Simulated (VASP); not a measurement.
Runs of VASP 6.6.1 on SnO2. Symmetry: R-3m, No. 166, trigonal system. The conventional cell has a = 3.234 Å, b = 3.234 Å, c = 14.402 Å, α = 90.00°, β = 90.00°, γ = 120.00°. Within 2.8 Å of Sn (site symmetry -3m) lie 6 O at 2.13 Å. Within 2.8 Å of O (site symmetry 3m) lie 3 Sn at 2.13 Å and 3 O at 2.76 Å. 

| k mesh | gap on the mesh (eV) | pressure (GPa) | largest force (eV/Å) |
| --- | --- | --- | --- |
| 10 × 10 × 10 | 1.84 | -4.6 | 0.35 |
| 4 × 4 × 4 | (a) | -4.6 | 0.35 |
| 6 × 6 × 6 | 1.85 | -4.6 | 0.35 |
| 8 × 8 × 8 | 1.85 | -4.6 | 0.35 |

Alike in all rows: task single point; level PBEsol; potentials or basis VASP PAW PBE potentials, release 64 (Sn_d, O); no spin polarisation; cell as given; cutoff (eV) 520; smearing gaussian 0.01 eV.

Task: Fill in the values left out.

Result: (a) 1.87.

Caveats: some runs use coarse meshes; the PAW data sets were made with another functional, which shifts forces and pressure a little; spin-orbit coupling is left out, which moves the levels of the heavy elements; the cell stands under tension (at least some runs).

A k mesh can miss the band edges, and the runs leave out spin-orbit coupling on Sn.
